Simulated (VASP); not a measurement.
A run of VASP 6.6.1 is set up as follows.

Contents of POSCAR:

```
NaCl
1.0
    0.0000000000      2.8027319616      2.8027319616
    2.8027319616      0.0000000000      2.8027319616
    2.8027319616      2.8027319616      0.0000000000
Na Cl
1 1
Direct
    0.0000000000      0.0000000000      0.0000000000
    0.5000000000      0.5000000000      0.5000000000
```

INCAR.step1

```
SYSTEM = NaCl
PREC = Accurate
ENCUT = 520
EDIFF = 1E-5
ISMEAR = 0
SIGMA = 0.01
LREAL = .False.
LASPH = .True.
NELM = 100
ALGO = Normal
ISIF = 2
LWAVE = .True.
GGA = PE
NBANDS = 14
```

File INCAR.step2:

```
SYSTEM = NaCl
PREC = Accurate
ENCUT = 520
EDIFF = 1E-6
ISMEAR = 0
SIGMA = 0.01
LREAL = .False.
LASPH = .True.
NELM = 100
ALGO = Normal
ISIF = 2
LWAVE = .False.
LCHARG = .True.
GGA = PE
LHFCALC = .True.
AEXX = 0.3
HFSCREEN = 0.5
PRECFOCK = Normal
LELF = .True.
LVHAR = .True.
ISTART = 1
NBANDS = 14
```

The input KPOINTS:

```
regular mesh
0
Gamma
  4 4 4
  0 0 0
```

Potentials or basis: VASP PAW PBE potentials, release 64 (Na_pv, Cl).

Launch:

```bash
$ cat potpaw_PBE.64/Na_pv/POTCAR potpaw_PBE.64/Cl/POTCAR > POTCAR
$ cp INCAR.step1 INCAR
$ mpirun -np 1 vasp_std > vasp.out
$ cp INCAR.step2 INCAR
$ mpirun -np 1 vasp_std > vasp.out
```

(1) What does it give for the band gap on the k mesh?

(2) What does it give for the pressure?

Answers

(1) 6.06 eV.

(2) 0.7 GPa.

Caveat: the k points lie up to 0.49 Å⁻¹ apart; the PAW data sets were made with another functional, which shifts forces and pressure a little.
